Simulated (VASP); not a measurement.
Wanted: the native input for a VASP 6.6.1 run.

```yaml
Task: single point
Functional: LDA
Potentials_or_basis: VASP PAW LDA potentials, release 64 (Cd, S)
Cutoff: 520 eV
k_mesh: 8 × 8 × 8
Occupations: gaussian, width 0.01 eV
Spin: no spin polarisation
Dipole_correction: no
Further_INCAR_settings: ALGO = Normal; EDIFF = 1e-06; NBANDS = 16
```

The structure of CdS (Hawleyite) lies in POSCAR:

```
CdS
1.0
    2.9086064719      2.9086064719      0.0000000000
   -2.9086064719      2.9086064719      0.0000000000
    0.0000000000      2.9086064719      2.9086064719
Cd S
1 1
Direct
    0.0000000000      0.0000000000      0.0000000000
    0.7500000000      0.2500000000      0.5000000000
```

The input as run:

INCAR

```
ALGO = Normal
EDIFF = 1E-6
ENCUT = 520
GGA = CA
ISIF = 2
ISMEAR = 0
LASPH = True
LCHARG = False
LREAL = False
LWAVE = False
NBANDS = 16
NELM = 80
PREC = Accurate
SIGMA = 0.01
```

KPOINTS

```
k-points
0
Gamma
  8 8 8
```

Potentials or basis: VASP PAW LDA potentials, release 64 (Cd, S).

The run is started by

```bash
$ cat potpaw_LDA.64/Cd/POTCAR potpaw_LDA.64/S/POTCAR > POTCAR
$ mpirun -np 1 vasp_std > vasp.out
```

Results of the run:

| Property | Result |
| --- | --- |
| Pressure | -1.5 GPa |
| Band gap on the k mesh | 0.91 eV, direct |

It took 30 s on 1 thread of Intel Xeon 8259CL, with other jobs on the host, peak memory 0.16 GiB.
